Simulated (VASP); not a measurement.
Wanted: the native input for a VASP 6.6.1 run.

| Quantity | Value |
| --- | --- |
| Task | single point |
| Functional | r2SCAN |
| Potentials or basis | VASP PAW PBE potentials, release 64 (Ca_sv) |
| Cutoff | 520 eV |
| k mesh | 12 × 12 × 8 |
| Occupations | gaussian, width 0.1 eV |
| Spin | no spin polarisation |
| Dipole correction | no |
| Further INCAR settings | ALGO = Normal; EDIFF = 1e-06; NBANDS = 17 |

Ca:

```
CELL_PARAMETERS angstrom
3.93825 0.00000 0.00000
-1.96912 3.41062 0.00000
0.00000 0.00000 6.45898
ATOMIC_POSITIONS crystal
Ca 0.33333 0.66667 0.25000
Ca 0.66667 0.33333 0.75000
```

This isn't the form of Ca at room conditions, which is fcc.

One way to write it, as run:

POSCAR

```
Ca
1.0
    3.9382494346      0.0000000001      0.0000000000
   -1.9691247174      3.4106240568      0.0000000000
    0.0000000000      0.0000000000      6.4589786242
Ca
2
Direct
    0.3333333333      0.6666666667      0.2500000000
    0.6666666667      0.3333333333      0.7500000000
```

INCAR.step1

```
SYSTEM = Ca
PREC = Accurate
ENCUT = 520
ISMEAR = 0
SIGMA = 0.1
LREAL = .FALSE.
LASPH = .TRUE.
NELM = 60
NBANDS = 17
GGA = PE
ALGO = Normal
EDIFF = 1E-4
LWAVE = .TRUE.
LCHARG = .FALSE.
```

INCAR.step2

```
SYSTEM = Ca
PREC = Accurate
ENCUT = 520
EDIFF = 1E-6
ISMEAR = 0
SIGMA = 0.1
LREAL = .FALSE.
LASPH = .TRUE.
NELM = 60
ALGO = Normal
ISIF = 2
LWAVE = .FALSE.
LCHARG = .FALSE.
METAGGA = R2SCAN
LMIXTAU = .TRUE.
NBANDS = 17
ISTART = 1
```

KPOINTS

```
Automatic mesh
0
G
  12 12 8
  0 0 0
```

Potentials or basis: VASP PAW PBE potentials, release 64 (Ca_sv).

Command:

```console
$ cat potpaw_PBE.64/Ca_sv/POTCAR > POTCAR
$ cp INCAR.step1 INCAR
$ mpirun -np 1 vasp_std > vasp.out
$ cp INCAR.step2 INCAR
$ mpirun -np 1 vasp_std > vasp.out
```

It gave:

| Property | Result |
| --- | --- |
| Pressure | 0.1 GPa |
| Band gap on the k mesh | zero (bands 10 and 11 overlap by 0.71 eV) |

Caveat: the PAW data sets were made with another functional, which shifts forces and pressure a little.

Wall time 6 min on 1 thread of Intel(R) Xeon(R) Platinum 8259CL CPU @ 2.50GHz (Skylake/Cascade Lake), with other jobs on the host, peak memory 0.28 GiB.
